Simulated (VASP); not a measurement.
# MgO in VASP: further runs

Runs on MgO. Level: PBE. Tasks: single point, relaxation of the atoms.

Everything below comes from runs of VASP 6.6.1. Logs are shortened: lines on timing, memory, paths and dates and some standing lists are left out, and cuts for length are marked.

**1. The cell of the first run**

The cell holds a slab with vacuum, 24 atoms: a = 5.568 Å, b = 5.568 Å, c = 17.683 Å, α = 90.00°, β = 90.00°, γ = 60.00°.

**2. Single point, PBE**

Contents of INCAR:

```
SYSTEM = MgO
PREC = Accurate
ENCUT = 520
EDIFF = 1E-6
ISMEAR = -1
SIGMA = 0.05
LREAL = Auto
LASPH = .True.
NELM = 60
ALGO = Normal
ISIF = 2
LWAVE = .False.
LCHARG = .False.
GGA = PE
NBANDS = 66
```

Contents of KPOINTS:

```
regular mesh
0
Gamma
  2 2 1
  0 0 0
```

Contents of POSCAR:

```
MgO
1.0
    5.5677591523      0.0000002887      0.0000000000
    2.7838793262      4.8218210124      0.0000000000
    0.0000000000      0.0000000000     17.6825700000
Mg O
12 12
Direct
    0.0000000000      0.0000000000      0.0565529000
    0.0000000000      0.5000000000      0.0565529000
    0.5000000000      0.0000000000      0.0565529000
    0.5000000000      0.5000000000      0.0565529000
    0.6666666667      0.6666666667      0.2002945712
    0.6666666667      0.1666666667      0.2002945712
    0.1666666667      0.6666666667      0.2002945712
    0.1666666667      0.1666666667      0.2002945712
    0.3333333333      0.3333333333      0.3439501396
    0.3333333333      0.8333333333      0.3439501396
    0.8333333333      0.3333333333      0.3439501396
    0.8333333333      0.8333333333      0.3439501396
    0.3333333333      0.8333333333      0.1208260000
    0.3333333333      0.3333333333      0.1208260000
    0.8333333333      0.8333333333      0.1208260000
    0.8333333333      0.3333333333      0.1208260000
    0.0000000000      0.5000000000      0.2645247291
    0.0000000000      0.0000000000      0.2645247291
    0.5000000000      0.5000000000      0.2645247291
    0.5000000000      0.0000000000      0.2645247291
    0.6666666667      0.1666666667      0.4087174458
    0.6666666667      0.6666666667      0.4087174458
    0.1666666667      0.1666666667      0.4087174458
    0.1666666667      0.6666666667      0.4087174458
```

Potentials or basis: VASP PAW PBE potentials, release 64 (Mg, O).

Launch:

```bash
cat potpaw_PBE.64/Mg/POTCAR potpaw_PBE.64/O/POTCAR > POTCAR
mpirun -np 1 vasp_std > vasp.out
```

OUTCAR:

```text
SYSTEM = MgO
   PREC = Accurate
   ENCUT = 520
   EDIFF = 1E-6
   ISMEAR = -1
   LREAL = Auto
   LASPH = .True.
   NELM = 60
   ISIF = 2
   GGA = PE

 ion  position               nearest neighbor table
   1  0.000  0.000  0.057-  13 1.97  16 1.97  15 1.97   4 2.78   4 2.78   3 2.78   3 2.78   2 2.78
                             2 2.78   6 3.01   7 3.01   8 3.01
   2  0.000  0.500  0.057-  14 1.97  15 1.97  16 1.97   3 2.78   3 2.78   4 2.78   4 2.78   1 2.78
                             1 2.78   5 3.01   8 3.01   7 3.01
   3  0.500  0.000  0.057-  15 1.97  14 1.97  13 1.97   2 2.78   2 2.78   1 2.78   1 2.78   4 2.78
                             4 2.78   8 3.01   5 3.01   6 3.01
   4  0.500  0.500  0.057-  16 1.97  13 1.97  14 1.97   1 2.78   1 2.78   2 2.78   2 2.78   3 2.78
                             3 2.78   7 3.01   6 3.01   5 3.01
   5  0.667  0.667  0.200-  17 1.97  20 1.97  19 1.97  15 2.13  13 2.13  16 2.13   8 2.78   8 2.78
                             7 2.78   7 2.78   6 2.78   6 2.78  12 3.01  10 3.01  11 3.01   2 3.01
   6  0.667  0.167  0.200-  18 1.97  19 1.97  20 1.97  16 2.13  14 2.13  15 2.13   7 2.78   7 2.78
                             8 2.78   8 2.78   5 2.78   5 2.78  11 3.01   9 3.01  12 3.01   1 3.01
   7  0.167  0.667  0.200-  19 1.97  18 1.97  17 1.97  13 2.13  15 2.13  14 2.13   6 2.78   6 2.78
                             5 2.78   5 2.78   8 2.78   8 2.78  10 3.01  12 3.01   9 3.01   4 3.01
   8  0.167  0.167  0.200-  20 1.97  17 1.97  18 1.97  14 2.13  16 2.13  13 2.13   5 2.78   5 2.78
                             6 2.78   6 2.78   7 2.78   7 2.78   9 3.01  11 3.01  10 3.01   3 3.01
   9  0.333  0.333  0.344-  23 1.97  21 1.97  24 1.97  17 2.13  20 2.13  19 2.13  12 2.78  12 2.78
[... 26 lines left out ...]
 A1 = (  -2.7838793262,  -4.8218210124,   0.0000000000)
 A2 = (   5.5677591523,   0.0000002887,   0.0000000000)
 A3 = (   0.0000000000,   0.0000000000,  17.6825700000)

Analysis of symmetry for initial positions (statically):
=====================================================================
 Subroutine PRICEL returns following result:

  LATTYP: Found a hexagonal cell.
 ALAT       =     2.7838795762
 C/A-ratio  =     6.3517725951

  Lattice vectors:

 A1 = (  -1.3919396631,  -2.4109105062,   0.0000000000)
 A2 = (   2.7838795761,   0.0000001444,   0.0000000000)
 A3 = (   0.0000000000,   0.0000000000,  17.6825700000)

   4 primitive cells build up your supercell.

 Routine SETGRP: Setting up the symmetry group for a
 hexagonal supercell.

 Subroutine GETGRP returns: Found  6 space group operations
 (whereof  6 operations were pure point group operations)
 out of a pool of 24 trial point group operations.

The static configuration has the point symmetry C_3v.

Analysis of symmetry for dynamics (positions and initial velocities):
=====================================================================
 Subroutine PRICEL returns following result:

  LATTYP: Found a hexagonal cell.
 ALAT       =     2.7838795762
 C/A-ratio  =     6.3517725951

  Lattice vectors:

 A1 = (  -1.3919396631,  -2.4109105062,   0.0000000000)
 A2 = (   2.7838795761,   0.0000001444,   0.0000000000)
 A3 = (   0.0000000000,   0.0000000000,  17.6825700000)

   4 primitive cells build up your supercell.

 Routine SETGRP: Setting up the symmetry group for a
 hexagonal supercell.

 Subroutine GETGRP returns: Found  6 space group operations
 (whereof  6 operations were pure point group operations)
 out of a pool of 24 trial point group operations.

The dynamic configuration has the point symmetry C_3v.

 Subroutine INISYM returns: Found  6 space group operations
 (whereof  6 operations are pure point group operations),
 and found     4 'primitive' translations

----------------------------------------------------------------------------------------

                                     Primitive cell

  volume of cell :     118.6798

  direct lattice vectors                    reciprocal lattice vectors
    -1.391939663 -2.410910506  0.000000000     0.000000022 -0.414781066  0.000000000
     2.783879576  0.000000144  0.000000000     0.359210951 -0.207390514  0.000000000
     0.000000000  0.000000000 17.682570000     0.000000000  0.000000000  0.056552865

  length of vectors
     2.783879576  2.783879576 17.682570000     0.414781066  0.414781066  0.056552865

  position of ions in fractional coordinates (direct lattice)
     0.000000000  0.000000000  0.056552900
     0.666666667  0.333333333  0.200294571
     0.333333333  0.666666667  0.343950140
     0.333333333  0.666666667  0.120826000
     0.000000000  0.000000000  0.264524729
     0.666666667  0.333333333  0.408717446

  ion indices of the primitive-cell ions
   primitive index   ion index
                 1           1
                 2           8
                 3          12
                 4          15
                 5          18
                 6          23

----------------------------------------------------------------------------------------

 KPOINTS: regular mesh

Automatic generation of k-mesh.
 Grid dimensions read from file:
 generate k-points for:    2    2    1

 Generating k-lattice:

  Cartesian coordinates                     Fractional coordinates (reciprocal lattice)
     0.089802738 -0.051847629  0.000000000     0.500000000  0.000000000  0.000000000
    -0.000000005  0.103695267  0.000000000     0.000000000  0.500000000  0.000000000
     0.000000000  0.000000000  0.056552865     0.000000000  0.000000000  1.000000000

  Length of vectors
     0.103695267  0.103695267  0.056552865

  Shift w.r.t. Gamma in fractional coordinates (k-lattice)
     0.000000000  0.000000000  0.000000000

 Subroutine IBZKPT returns following result:
 ===========================================

 Found      2 irreducible k-points:

 Following reciprocal coordinates:
            Coordinates               Weight
  0.000000  0.000000  0.000000      1.000000
  0.500000 -0.000000  0.000000      3.000000
   k-points           NKPTS =      2   k-points in BZ     NKDIM =      2   number of bands    NBANDS=     66
   number of dos      NEDOS =    301   number of ions     NIONS =     24
   total plane-waves  NPLWV = 246960
   dimension x,y,z NGX =    42 NGY =   42 NGZ =  140
   dimension x,y,z NGXF=    84 NGYF=   84 NGZF=  280
   ions per type =              12  12
   NGX,Y,Z   is equivalent  to a cutoff of  12.54, 12.54, 13.16 a.u.
   NGXF,Y,Z  is equivalent  to a cutoff of  25.08, 25.08, 26.32 a.u.
 SYSTEM =  MgO
   PREC   = accura    normal or accurate (medium, high low for compatibility)
   ISTART =      0    job   : 0-new  1-cont  2-samecut
   ICHARG =      2    charge: 1-file 2-atom 10-const
   ISPIN  =      1    spin polarized calculation?
   LNONCOLLINEAR =      F non collinear calculations
   LSORBIT =      F    spin-orbit coupling
   LASPH  =      T    aspherical Exc in radial PAW
   ENCUT  =  520.0 eV  38.22 Ry    6.18 a.u.  10.35 10.35 32.88*2*pi/ulx,y,z
   NELM   =     60;   NELMIN=  2; NELMDL= -5     # of ELM steps
   EDIFF  = 0.1E-05   stopping-criterion for ELM
   LREAL  =      T    real-space projection
   EDIFFG = 0.1E-04   stopping-criterion for IOM
   NSW    =      0    number of steps for IOM
   IBRION =     -1    ionic relax: 0-MD 1-quasi-New 2-CG
   NFREE  =      0    steps in history (QN), initial steepest desc. (CG)
   ISIF   =      2    stress and relaxation
   ISYM   =      2    0-nonsym 1-usesym 2-fastsym
   POTIM  = 0.5000    time-step for ionic-motion
   TEBEG  =    0.0;   TEEND  =   0.0 temperature during run
   PSTRESS=    0.0 pullay stress
   NELECT =      96.0000    total number of electrons
   NUPDOWN=      -1.0000    fix difference up-down
   EMIN   =  10.00;   EMAX   =-10.00  energy-range for DOS
   EFERMI =   0.00;   METHOD = LEGACY
   ISMEAR =    -1;   SIGMA  =   0.05  broadening in eV -4-tet -1-fermi 0-gaus
   EFERMI_NEDOS =   21; number of points for ismear=-14 and -15
   IALGO  =     38    algorithm
   IMIX   =      4    mixing-type and parameters
     AMIX     =   0.40;   BMIX     =  1.00
     AMIX_MAG =   1.60;   BMIX_MAG =  1.00
  volume/ion in A,a.u.               =      19.78       133.48
  Fermi-wavevector in a.u.,A,eV,Ry     =   0.960918  1.815871 12.563119  0.923363
  Thomas-Fermi vector in A             =   2.090244
   LORBIT       =      0    0 simple, 1 ext, 2 COOP (PROOUT), +10 PAW based schemes
   GGA     = PE    functional components
   LHFCALC =     F    Hartree Fock is set to
   AEXX    =    0.0000 exact exchange contribution
   IVDW    =     0    specifies the selected vdW correction
   LEPSILON=     F    determine dielectric tensor
   LRPA    =     F    only Hartree local field effects (RPA)
 non-spin polarized calculation
  energy-cutoff  :      520.00
  volume of cell :      474.72
 maximum number of plane-waves:     12815
 NGX is ok and might be reduce to    42
   NGX = 21   NGY = 21   NGZ = 65

 number of electron      95.9999975 magnetization

 Free energy of the ion-electron system (eV)
  ---------------------------------------------------
  ext. energy  EPLUGINS =         0.00000000
  ---------------------------------------------------
  free energy    TOTEN  =      -119.29617934 eV

  energy without entropy =     -119.16470724  energy(sigma->0) =     -119.23044329

 E-fermi :  -1.7991     XC(G=0):  -6.1062

 val. band max:       -1.9176898201   @ k =   0.5000  -0.0000   0.0000
 cond. band min:      -1.7453721832   @ k =   0.5000  -0.0000   0.0000
 fundamental gap:      0.1723176368
 Fermi energy:        -1.7991102462

 k-point     1 :       0.0000    0.0000    0.0000
  band No.  band energies     occupation
      1     -21.4391      2.00000
      2     -20.1974      2.00000
      3     -20.1974      2.00000
      4     -20.1974      2.00000
      5     -20.0378      2.00000
      6     -18.8760      2.00000
[... 52 lines left out ...]
     59       5.9244      0.00000
     60       5.9244      0.00000

 k-point     2 :       0.5000   -0.0000    0.0000
  band No.  band energies     occupation
      1     -20.8671      2.00000
      2     -20.8671      2.00000
      3     -20.2135      2.00000
      4     -20.2135      2.00000
      5     -19.5038      2.00000
      6     -19.5038      2.00000
[... 52 lines left out ...]
     59       6.1929      0.00000
     60       6.1929      0.00000
 [bands above 60 left out]

------------------------ aborting loop because EDIFF is reached ----------------------------------------

  FORCE on cell =-STRESS in cart. coord.  units (eV):
  Direction    XX          YY          ZZ          XY          YZ          ZX
  --------------------------------------------------------------------------------------
  -------------------------------------------------------------------------------------
  Total       46.1633257     46.1633257      1.3184612      0.0000000     -0.0000000     -0.0000000
  in kB      155.8011908    155.8011908      4.4498057      0.0000000     -0.0000000     -0.0000000
  external PRESSURE =     105.3507291 kB  Pullay stress =       0.0000000 kB

 VOLUME and BASIS-vectors are now :
 -----------------------------------------------------------------------------
  energy-cutoff  :      520.00
  volume of cell :      474.72
      direct lattice vectors                 reciprocal lattice vectors
     5.567759152  0.000000289  0.000000000     0.179605475 -0.103695257  0.000000000
     2.783879326  4.821821012  0.000000000    -0.000000011  0.207390533  0.000000000
     0.000000000  0.000000000 17.682570000     0.000000000  0.000000000  0.056552865

 POSITION                                       TOTAL-FORCE (eV/Angst)
 -----------------------------------------------------------------------------------
      0.00000      0.00000      1.00000         0.000000     -0.000000     -0.585999
      1.39194      2.41091      1.00000         0.000000     -0.000000     -0.585999
      2.78388      0.00000      1.00000        -0.000000     -0.000000     -0.585999
      4.17582      2.41091      1.00000         0.000000      0.000000     -0.585999
      5.56776      3.21455      3.54172         0.000000      0.000000     -0.037248
      4.17582      0.80364      3.54172         0.000000     -0.000000     -0.037248
[... 16 lines left out ...]
      1.39194      0.80364      7.22717        -0.000000     -0.000000     -0.021044
      2.78388      3.21455      7.22717        -0.000000     -0.000000     -0.021044
 -----------------------------------------------------------------------------------
    total drift:                               -0.000000     -0.000000      0.018374

  FREE ENERGIE OF THE ION-ELECTRON SYSTEM (eV)
  ---------------------------------------------------
  free  energy   TOTEN  =      -119.2961793403 eV

  energy  without entropy=     -119.1647072372  energy(sigma->0) =     -119.23044329
```

Wall time 4.3 min (1 thread of Intel Xeon Platinum 8488C (Sapphire Rapids), shared host); peak memory 0.52 GiB.

What came out:

- Free energy: -119.2962 eV
- Largest force: 0.647 eV/Å
- Band gap on the k mesh: zero (bands 48 and 49 overlap by 0.34 eV)

Forces on the atoms (eV/Å):
```
Mg   0.000  0.000 -0.586
Mg   0.000  0.000 -0.586
Mg   0.000  0.000 -0.586
Mg   0.000  0.000 -0.586
Mg   0.000  0.000 -0.037
Mg   0.000  0.000 -0.037
Mg   0.000  0.000 -0.037
Mg   0.000  0.000 -0.037
Mg   0.000  0.000 -0.025
Mg   0.000  0.000 -0.025
Mg   0.000  0.000 -0.025
Mg   0.000  0.000 -0.025
O    0.000  0.000  0.647
O    0.000  0.000  0.647
O    0.000  0.000  0.647
O    0.000  0.000  0.647
O    0.000  0.000  0.022
O    0.000  0.000  0.022
O    0.000  0.000  0.022
O    0.000  0.000  0.022
O    0.000  0.000 -0.021
O    0.000  0.000 -0.021
O    0.000  0.000 -0.021
O    0.000  0.000 -0.021
```

Caveat: the k points lie up to 0.65 Å⁻¹ apart.

[end of part 1 of 2]
